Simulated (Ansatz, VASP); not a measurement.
**One calculation of BeTe, two programs**

```
Be Te
1.0
     0.00000    2.82862    2.82862
     2.82862    0.00000    2.82862
     2.82862    2.82862    0.00000
Be Te
1 1
Direct
  0.00000 0.00000 0.00000
  0.25000 0.25000 0.25000
```

Alike in both runs: task single point; functional r2SCAN; k mesh 8 × 8 × 8; no spin polarisation.

|  | VASP | Ansatz |
| --- | --- | --- |
| version | VASP 6.6.1 | Ansatz 0.2.0 |
| potentials or method | VASP PAW PBE potentials, release 64 (Be, Te) | plane waves, PAW |
| plane-wave cutoff (eV) | 660 | 500 |
| occupations | gaussian, width 0.01 eV | fixed |
| valence electrons in the cell | 8 | 18 |

```csv
,VASP,Ansatz,Ansatz less VASP
gap on the k mesh at the Fermi level (eV),2.37,2.38,+0.006
pressure (GPa),0.2,0.0,-0.17
```

VASP's potentials were made for PBE, not for r2SCAN. VASP's potentials hold 8 valence electrons a cell and Ansatz's 18, so a difference there can come from the potentials and not from the codes.

Neither program's run includes spin-orbit coupling.
